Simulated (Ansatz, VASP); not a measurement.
**One calculation of WS2, two programs**

The input INCAR:

```
PREC = Accurate
ENCUT = 520
EDIFF = 1E-6
ISMEAR = -1
SIGMA = 0.05
LREAL = False
LASPH = True
NELM = 80
ALGO = Normal
ISIF = 2
LWAVE = False
LCHARG = False
GGA = PE
NBANDS = 35
```

The input KPOINTS:

```
regular mesh
0
Gamma
  10 10 3
```

File POSCAR:

```
WS2
1.0
    3.1799996605      0.0000000000      0.0000000000
   -1.5899998303      2.7539604900      0.0000000000
    0.0000000000      0.0000000000     12.5000000000
W S
2 4
Direct
    0.3333333333      0.6666666667      0.2500000000
    0.6666666667      0.3333333333      0.7500000000
    0.3333333333      0.6666666667      0.6200000000
    0.6666666667      0.3333333333      0.1200000000
    0.3333333333      0.6666666667      0.8800000000
    0.6666666667      0.3333333333      0.3800000000
```

Input for Ansatz:

```yaml
crystal:
  lattice:
    - [3.1799996605, 0.0, 0.0]
    - [-1.5899998303, 2.75396049, 0.0]
    - [0.0, 0.0, 12.5]
  atoms:
    - { symbol: W, position: [0.3333333333, 0.6666666667, 0.25] }
    - { symbol: W, position: [0.6666666667, 0.3333333333, 0.75] }
    - { symbol: S, position: [0.3333333333, 0.6666666667, 0.62] }
    - { symbol: S, position: [0.6666666667, 0.3333333333, 0.12] }
    - { symbol: S, position: [0.3333333333, 0.6666666667, 0.88] }
    - { symbol: S, position: [0.6666666667, 0.3333333333, 0.38] }
kpoints:
  mp_grid: { grid: [10, 10, 3] }
  band_path:
    path:
      - [0.0, 0.0, 0.0]
      - [0.5, 0.0, 0.0]
      - [0.3333333333, 0.3333333333, 0.0]
      - [0.0, 0.0, 0.0]
      - [0.0, 0.0, 0.5]
      - [0.5, 0.0, 0.5]
      - [0.3333333333, 0.3333333333, 0.5]
      - [0.0, 0.0, 0.5]
      - [0.5, 0.0, 0.5]
    npoints: 8
scf:
  occupations: { method: fermi_dirac, width: 0.05 }
hamiltonian:
  xc: pbe
  pseudopotentials: { kind: all_electron, lapw: { basis_error: 0.0005 } }
output:
  forces: true
  stress: true
  eigenvalues: true
  fatbands: true
  populations: true
  dos: { projected: true, de: 0.2, e_range: [-14, 8] }
```

Alike in both runs: task single point; functional PBE; k mesh 10 × 10 × 3; occupations fermi-dirac, width 0.05 eV; no spin polarisation.

|  | VASP | Ansatz |
| --- | --- | --- |
| version | VASP 6.6.1 | Ansatz 0.2.0 |
| potentials or method | VASP PAW PBE potentials, release 64 (W_sv, S), cutoff 520 eV | all-electron LAPW, scalar-relativistic |

VASP gave:

| Property | Result |
| --- | --- |
| pressure (GPa) | -3.7 |
| traceless stress, the component that is largest in VASP (GPa) | -3.27 |
| rms of the force components (eV/Å) | 0.497 |

Q: What did Ansatz give for the same quantities?

A: Pressure (GPa): -3.6; traceless stress, the component that is largest in VASP (GPa): -3.29; rms of the force components (eV/Å): 0.496.

Atom by atom the forces differ by 0.002 eV/Å (rms over components). Ansatz ran all-electron here, and VASP with PAW potentials.

Neither program's run includes spin-orbit coupling.
